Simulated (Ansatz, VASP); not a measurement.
**Two plane-wave programs on C**

INCAR

```
PREC = Accurate
ENCUT = 520
EDIFF = 1E-6
ISMEAR = 0
SIGMA = 0.05
LREAL = F
LASPH = T
NELM = 80
ALGO = Normal
ISIF = 2
LWAVE = F
LCHARG = F
GGA = PE
NBANDS = 26
```

KPOINTS

```
regular mesh
0
Gamma
  12 12 4
```

Contents of POSCAR:

```
C
1.0
    2.4760125462      0.0000000000      0.0000000000
   -1.2380062731      2.1442897651      0.0000000000
    0.0000000000      0.0000000000      8.1660035800
C
8
Direct
   -0.0055028011     -0.0110056021      0.0929732494
   -0.0055028011     -0.0110056021      0.5929732494
   -0.0055028011     -0.0110056021      0.4070267506
   -0.0055028011     -0.0110056021      0.9070267506
    0.3388361344      0.6776722688      0.1555299995
    0.6721694677      0.3443389355      0.6555299995
    0.3388361344      0.6776722688      0.3444700005
    0.6721694677      0.3443389355      0.8444700005
```

Input for Ansatz:

```yaml
crystal:
  lattice:
    - [2.4760125462, 0.0, 0.0]
    - [-1.2380062731, 2.1442897651, 0.0]
    - [0.0, 0.0, 8.16600358]
  atoms:
    - { symbol: C, position: [-0.0055028011, -0.0110056021, 0.0929732494] }
    - { symbol: C, position: [-0.0055028011, -0.0110056021, 0.5929732494] }
    - { symbol: C, position: [-0.0055028011, -0.0110056021, 0.4070267506] }
    - { symbol: C, position: [-0.0055028011, -0.0110056021, 0.9070267506] }
    - { symbol: C, position: [0.3388361344, 0.6776722688, 0.1555299995] }
    - { symbol: C, position: [0.6721694677, 0.3443389355, 0.6555299995] }
    - { symbol: C, position: [0.3388361344, 0.6776722688, 0.3444700005] }
    - { symbol: C, position: [0.6721694677, 0.3443389355, 0.8444700005] }
basis:
  ecutwfc: 520.0
kpoints:
  mp_grid: { grid: [12, 12, 4] }
hamiltonian:
  xc: pbe
  pseudopotentials: { kind: paw, azcp: { folder: soft_1 } }
scf:
  occupations: { method: gaussian, width: 0.05 }
output:
  forces: true
  stress: true
  eigenvalues: true
```

Change from the starting cell: mode 14 frozen in at -0.024 Å, equal normal strain along x, y and z -0.0167.

Alike in both runs: task single point; functional PBE; k mesh 12 × 12 × 4; occupations gaussian, width 0.05 eV; no spin polarisation.

|  | VASP | Ansatz |
| --- | --- | --- |
| version | VASP 6.6.1 | Ansatz 0.2.0 |
| potentials or method | VASP PAW PBE potentials, release 64 (C), cutoff 520 eV | scalar-relativistic, plane waves, PAW |
| valence electrons in the cell | 32 | 32 |

VASP gave:

| Property | Result |
| --- | --- |
| gap on the k mesh at the Fermi level (eV) | 4.36 |
| least direct gap on the mesh (eV) | 4.99 |
| pressure (GPa) | 25.9 |
| traceless stress, the component that is largest in VASP (GPa) | 0.63 |
| rms of the force components (eV/Å) | 0.972 |

Question: Which values does Ansatz return?

Answer: gap on the k mesh at the Fermi level (eV): 4.37; least direct gap on the mesh (eV): 4.99; pressure (GPa): 25.1; traceless stress, the component that is largest in VASP (GPa): 0.62; rms of the force components (eV/Å): 0.964.

Atom by atom the forces differ by 0.008 eV/Å (rms over components). With one functional, cell and mesh, what is left measures potentials, basis and numerics.
